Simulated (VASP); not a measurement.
A run of VASP 6.6.1 is set up as follows.

INCAR

```
  ALGO = Normal
  EDIFF = 1E-6
  ENCUT = 550
  GGA = PS
  GGA_COMPAT = False
  ISIF = 2
  ISMEAR = -1
  ISYM = -1
  LASPH = True
  LCHARG = False
  LREAL = Auto
  LWAVE = False
  NBANDS = 126
  NELM = 120
  PREC = Accurate
  SIGMA = 0.05
```

Contents of KPOINTS:

```
explicit points
1
Reciprocal
  0.25000000   0.25000000   0.25000000 1
```

The input POSCAR:

```
SnGe15
1.0
    0.0000000000      5.7360660000      5.7360660000
    5.7360660000      0.0000000000      5.7360660000
    5.7360660000      5.7360660000      0.0000000000
Ge Sn
15 1
Direct
    0.9972840000      0.0023180000      0.9991430000
    0.4969240000      0.4998340000      0.4978340000
    0.6223270000      0.6306120000      0.6223660000
    0.0003500000      0.9985730000      0.5048540000
    0.4992210000      0.5009880000      0.0024860000
    0.1243340000      0.1204900000      0.6275030000
    0.6239370000      0.6263530000      0.1220440000
    0.9949900000      0.5050930000      0.9985730000
    0.5009200000      0.9997330000      0.4954430000
    0.1288770000      0.6212180000      0.1237760000
    0.6300230000      0.1290820000      0.6230710000
    0.5010050000      0.0013640000      0.9952080000
    0.0022460000      0.4975110000      0.5015520000
    0.6256490000      0.1239620000      0.1249690000
    0.1238700000      0.6234750000      0.6281330000
    0.1289670000      0.1253500000      0.1196190000
```

Potentials or basis: VASP PAW PBE potentials, release 64 (Ge_d, Sn_d).

Command:

```sh
$ cat potpaw_PBE.64/Ge_d/POTCAR potpaw_PBE.64/Sn_d/POTCAR > POTCAR
$ mpirun -np 1 vasp_std > vasp.out
```

Question: What does it give for the pressure?

Answer: 3.9 GPa.

Question: Estimate the largest force.

Answer: 1.626 eV/Å.

Forces in eV/Å, atoms in the order of the input:
```
Ge  -0.798 -0.288 -0.819
Ge   0.205  0.242  0.323
Ge  -0.341  0.266 -0.222
Ge   0.228  0.434 -0.343
Ge  -0.377 -0.175  0.080
Ge   0.021 -0.055  0.264
Ge   0.208 -0.008  0.024
Ge   0.589 -0.323  0.656
Ge   0.471  0.176  0.074
Ge   0.347 -0.264 -0.112
Ge  -0.200 -0.236 -0.428
Ge  -0.803  0.986  1.014
Ge   0.019 -0.224 -0.092
Ge  -0.126 -0.275  0.014
Ge   0.008 -0.208  0.021
Sn   0.549 -0.049 -0.452
```

Caveat: the cell stands under pressure; the PAW data sets were made with another functional, which shifts forces and pressure a little.
